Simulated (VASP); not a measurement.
Here is a VASP 6.6.1 calculation.

File INCAR:

```
ALGO = Normal ; EDIFF = 1E-6
ENCUT = 520 ; GGA = PE
ISIF = 2 ; ISMEAR = 0
LASPH = T ; LCHARG = F
LREAL = F ; LWAVE = F
NBANDS = 22 ; NELM = 80
PREC = Accurate ; SIGMA = 0.1
```

The input KPOINTS:

```
k-points
0
Gamma
  4 4 2
```

POSCAR

```
Be4Se3
1.0
    2.5476250671     -2.5725187198      0.0020156354
    2.5476250671      2.5725187198      0.0020156354
   -1.2403581002      0.0000000000      9.6684453224
Be Se
4 3
Direct
    0.1020499797      0.6781299389      0.9010547036
    0.9835435595      0.4514486148      0.3656680092
    0.5485513852      0.0164564405      0.6343319908
    0.3218700611      0.8979500203      0.0989452964
    0.5756096828      0.5494546053      0.7717756286
    0.0157702855      0.9842297145      0.5000000000
    0.4505453947      0.4243903172      0.2282243714
```

Potentials or basis: VASP PAW PBE potentials, release 64 (Be, Se).

Command:

```console
$ cat potpaw_PBE.64/Be/POTCAR potpaw_PBE.64/Se/POTCAR > POTCAR
$ mpirun -np 1 vasp_std > vasp.out
```

(1) Predict the largest force.

(2) What does it give for the band gap on the k mesh?

(3) Predict the pressure.

Answers

(1) 0.013 eV/Å.

(2) 0.62 eV (least direct gap 1.04 eV).

(3) 0.3 GPa.

Caveat: the k points lie up to 0.44 Å⁻¹ apart.
